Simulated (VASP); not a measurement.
Input of a VASP 6.6.1 run:

The input INCAR:

```
SYSTEM = EuS
PREC = Accurate
ENCUT = 600
EDIFF = 1E-6
ISMEAR = 0
SIGMA = 0.05
LREAL = .False.
LASPH = .True.
NELM = 200
ALGO = Normal
ISIF = 2
LWAVE = .False.
LCHARG = .False.
ISPIN = 2
MAGMOM = 7.55 0
LORBIT = 11
LMAXMIX = 6
LDAU = .True.
LDAUTYPE = 2
LDAUL = 3 -1
LDAUU = 6 0
LDAUJ = 0 0
LDAUPRINT = 1
GGA = PE
NBANDS = 22
GGA_COMPAT = .False.
```

Contents of KPOINTS:

```
Automatic mesh
0
Gamma
  4 4 4
  0 0 0
```

Contents of POSCAR:

```
EuS
1.0
    0.0000000000      2.9785018670      2.9785018670
    2.9785018670      0.0000000000      2.9785018670
    2.9785018670      2.9785018670      0.0000000000
Eu S
1 1
Direct
    0.5000000000      0.5000000000      0.5000000000
    0.0000000000      0.0000000000      0.0000000000
```

Potentials or basis: VASP PAW PBE potentials, release 64 (Eu, S).

Command:

```bash
$ cat potpaw_PBE.64/Eu/POTCAR potpaw_PBE.64/S/POTCAR > POTCAR
$ mpirun -np 1 vasp_std > vasp.out
```

What does it give for the band gap on the k mesh?

0.41 eV (least direct gap 0.68 eV).

Predict the pressure.

1.3 GPa.

Estimate the net moment.

7.00 μB per cell.

Predict the site moments.

Eu +6.72; S -0.06 μB.

Eigenvalues of the final occupation matrices:
```csv
site,spin,trace,eigenvalues
site 1 f,1,6.83,0.97 0.97 0.97 0.98 0.98 0.98 0.98
site 1 f,2,0.01,0.00 0.00 0.00 0.00 0.00 0.00 0.00
```

Caveat: the k points lie up to 0.46 Å⁻¹ apart; semilocal functionals underestimate gaps, and a narrow one can read as zero; spin-orbit coupling is left out, which moves the levels of the heavy elements; a cell with one magnetic atom can't hold antiferromagnetic order, which such compounds often take. The state reached can hang on the start; a lower one may exist.
